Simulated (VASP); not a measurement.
Wanted: the native input for a VASP 6.6.1 run.

| Quantity | Value |
| --- | --- |
| Task | single point |
| Functional | PBE |
| Potentials or basis | VASP PAW PBE potentials, release 64 (B) |
| Cutoff | 520 eV |
| k mesh | 22 × 22 × 12 |
| Occupations | fermi-dirac, width 0.1 eV |
| Spin | no spin polarisation |
| Dipole correction | no |
| Further INCAR settings | ALGO = Normal; EDIFF = 1e-06; NBANDS = 10 |

The structure of B lies in POSCAR:

```
B
1.0
    1.6561010665      0.0000000000      0.0000000000
   -0.8280505333      1.4342255948      0.0000000000
    0.0000000000      0.0000000000      5.3751464886
B
2
Direct
    0.3333333333      0.6666666667      0.2500000000
    0.6666666667      0.3333333333      0.7500000000
```

The input as run:

INCAR

```
PREC = Accurate
ENCUT = 520
EDIFF = 1E-6
ISMEAR = -1
SIGMA = 0.1
LREAL = False
LASPH = True
NELM = 100
ALGO = Normal
ISIF = 2
LWAVE = False
LCHARG = False
GGA = PE
NBANDS = 10
```

KPOINTS

```
Automatic mesh
0
Gamma
  22 22 12
```

Potentials or basis: VASP PAW PBE potentials, release 64 (B).

Command:

```bash
$ cat potpaw_PBE.64/B/POTCAR > POTCAR
$ mpirun -np 1 vasp_std > vasp.out
```

It gave:

The pressure is 42.0 GPa and the band gap on the k mesh is zero (band 3 reaches 12.40 eV, above the bottom of band 4 at 0.83 eV).

Run time: 17 s on 1 thread of Intel(R) Xeon(R) Platinum 8559C (Emerald Rapids), on a shared host, peak memory 0.14 GiB.
